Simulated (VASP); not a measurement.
A run of VASP 6.6.1 is set up as follows.

The input POSCAR:

```
Mo
1.0
    4.6551064452      0.0000000000      0.0000000000
   -2.3275532226      4.0314404388      0.0000000000
    0.0000000000      0.0000000000      2.5475617743
Mo
3
Direct
    0.0000000000      1.0000000000      1.0000000000
    0.3333333333      0.6666666667      0.5000000000
    0.6666666667      0.3333333333      0.5000000000
```

File INCAR.step1:

```
PREC = Accurate ; ENCUT = 520
ISMEAR = -1 ; SIGMA = 0.1
LREAL = False ; LASPH = True
NELM = 60 ; NBANDS = 28
GGA = PE ; ALGO = Normal
EDIFF = 1E-4 ; LWAVE = True
LCHARG = False
```

File INCAR.step2:

```
PREC = Accurate ; ENCUT = 520
EDIFF = 1E-6 ; ISMEAR = -1
SIGMA = 0.1 ; LREAL = False
LASPH = True ; NELM = 60
ALGO = Normal ; ISIF = 2
LWAVE = False ; LCHARG = False
METAGGA = R2SCAN ; LMIXTAU = True
NBANDS = 28 ; ISTART = 1
```

KPOINTS

```
regular mesh
0
Gamma
  8 8 11
```

Potentials or basis: VASP PAW PBE potentials, release 64 (Mo_sv).

Launch:

```sh
$ cat potpaw_PBE.64/Mo_sv/POTCAR > POTCAR
$ cp INCAR.step1 INCAR
$ mpirun -np 1 vasp_std > vasp.out
$ cp INCAR.step2 INCAR
$ mpirun -np 1 vasp_std > vasp.out
```

**Question.** Predict the band gap on the k mesh.

**Answer.** Zero (bands 21 and 22 overlap by 1.54 eV).

**Question.** Predict the pressure.

**Answer.** 1.1 GPa.

Stress tensor (GPa, compression positive):
```
0.96 0.00 0.00
0.00 0.96 0.00
0.00 0.00 1.38
```

Caveat: the PAW data sets were made with another functional, which shifts forces and pressure a little.
